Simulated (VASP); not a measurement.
TaS2:

```
Ta S
1.0
     3.38286    0.00000    0.00000
    -1.69143    2.92964    0.00000
     0.00000    0.00000    6.16798
Ta S
1 2
Direct
  0.00000 0.00000 0.00000
  0.66667 0.33333 0.75428
  0.33333 0.66667 0.24572
```

Base run:

* Program: VASP 6.6.1
* Functional: PBE
* Potentials or basis: VASP PAW PBE potentials, release 64 (Ta_pv, S)
* Cutoff: 500 eV
* k mesh: 6 × 6 × 4
* Occupations: gaussian, width 0.1 eV
* Spin: no spin polarisation

Its results: band gap on the k mesh zero (an odd number of electrons rules out a gap without spin polarisation); pressure 1.4 GPa; largest force 0.147 eV/Å.

Question: The run is repeated on the same cell with these changes: dispersion from none to D3(BJ). What comes out?

Answer: Band gap on the k mesh zero (an odd number of electrons rules out a gap without spin polarisation); pressure -1.8 GPa; largest force 0.156 eV/Å.

Dispersion adds attraction, which lowers the pressure at fixed volume and, as a term added to the energy, leaves the levels alone.

Caveats: spin-orbit coupling is left out, which moves the levels of the heavy elements; this functional lacks dispersion, which binds the layers, so the pressure and a relaxed spacing across them are unreliable (at least some runs).
